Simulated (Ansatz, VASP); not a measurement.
B in VASP and in Ansatz

File INCAR:

```
SYSTEM = B
  ALGO = Normal
  EDIFF = 1E-6
  ENCUT = 500
  GGA = PE
  GGA_COMPAT = .False.
  ISIF = 2
  ISMEAR = 0
  LASPH = .True.
  LCHARG = .False.
  LREAL = .False.
  LWAVE = .False.
  NBANDS = 8
  NELM = 120
  PREC = Accurate
  SIGMA = 0.1
```

Contents of KPOINTS:

```
k-points
0
Gamma
  10 10 6
  0 0 0
```

File POSCAR:

```
B
1.0
    1.7888274900      0.0000000000      0.0000000000
    0.0000000000      1.8027056600      0.0000000000
    0.0000000000      0.0000000000      2.8077834600
B
1
Direct
    0.5000000000      0.0000000000      0.5000000000
```

Input for Ansatz:

```yaml
crystal:
  lattice:
    - [1.78882749, 0.0, 0.0]
    - [0.0, 1.80270566, 0.0]
    - [0.0, 0.0, 2.80778346]
  atoms:
    - { symbol: B, position: [0.5, 0.0, 0.5] }
basis:
  ecutwfc: 420
kpoints:
  mp_grid: { grid: [10, 10, 6] }
hamiltonian:
  xc: pbe
scf:
  occupations: { method: gaussian, width: 0.1 }
  lower_state_search: "off"
output:
  forces: true
  stress: true
  eigenvalues: true
```

Alike in both runs: task single point; functional PBE; k mesh 10 × 10 × 6; occupations gaussian, width 0.1 eV; no spin polarisation.

|  | VASP | Ansatz |
| --- | --- | --- |
| version | VASP 6.6.1 | Ansatz 0.2.0 |
| potentials or method | VASP PAW PBE potentials, release 64 (B), cutoff 500 eV | scalar-relativistic, plane waves, PAW |
| valence electrons in the cell | 3 | 3 |

|  | VASP | Ansatz | Ansatz less VASP |
| --- | --- | --- | --- |
| gap on the k mesh at the Fermi level (eV) | none | none | - |
| pressure (GPa) | -6.3 | -6.3 | +0.02 |
| traceless stress, the component that is largest in VASP (GPa) | 8.15 | 8.11 | -0.036 |

A gap of «none» marks a metal or a gap that the smearing closes.

The k mesh is coarse, so the values compare programs but aren't converged.
